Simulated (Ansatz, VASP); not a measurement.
HfPb3 in VASP and in Ansatz

The input INCAR:

```
PREC = Accurate
ENCUT = 520
EDIFF = 1E-7
ISMEAR = 0
SIGMA = 0.05
LREAL = False
LASPH = True
NELM = 60
ALGO = Fast
ISIF = 2
LWAVE = False
LCHARG = False
GGA = PS
NBANDS = 34
```

KPOINTS

```
regular mesh
0
Gamma
  8 8 8
```

POSCAR

```
HfPb3
1.0
    4.6726907619      0.0000000000      0.0000000000
    0.0000000000      4.6726907619      0.0000000000
    0.0000000000      0.0000000000      4.6726907619
Hf Pb
1 3
Direct
    0.0000000000      0.0000000000      0.0000000000
    0.0000000000      0.5000000000      0.5000000000
    0.5000000000      0.5000000000      0.0000000000
    0.5000000000      0.0000000000      0.5000000000
```

Input for Ansatz:

```yaml
crystal:
  lattice:
    - [4.6726907619, 0.0, 0.0]
    - [0.0, 4.6726907619, 0.0]
    - [0.0, 0.0, 4.6726907619]
  atoms:
    - { symbol: Hf, position: [0.0, 0.0, 0.0] }
    - { symbol: Pb, position: [0.0, 0.5, 0.5] }
    - { symbol: Pb, position: [0.5, 0.5, 0.0] }
    - { symbol: Pb, position: [0.5, 0.0, 0.5] }
basis:
  ecutwfc: 420
  ecutrho_ratio: 4
kpoints:
  mp_grid: { grid: [8, 8, 8] }
hamiltonian:
  xc: pbesol
scf:
  occupations: { method: gaussian, width: 0.05 }
output:
  forces: true
  stress: true
  eigenvalues: true
```

Alike in both runs: task single point; functional PBEsol; k mesh 8 × 8 × 8; occupations gaussian, width 0.05 eV; no spin polarisation.

|  | VASP | Ansatz |
| --- | --- | --- |
| version | VASP 6.6.1 | Ansatz 0.2.0 |
| potentials or method | VASP PAW PBE potentials, release 64 (Hf_pv, Pb_d), cutoff 520 eV | scalar-relativistic, plane waves, PAW |
| valence electrons in the cell | 52 | 68 |

Ansatz gave:

| Item | Value |
| --- | --- |
| gap on the k mesh at the Fermi level (eV) | none |
| pressure (GPa) | 1.4 |

What did VASP give for the same quantities?

gap on the k mesh at the Fermi level (eV): none; pressure (GPa): 1.2.

VASP's potentials were made for PBE, not for PBEsol. A gap of «none» marks a metal or a gap that the smearing closes. VASP's potentials hold 52 valence electrons a cell and Ansatz's 68, so a difference there can come from the potentials and not from the codes.

Spin-orbit coupling is off throughout.
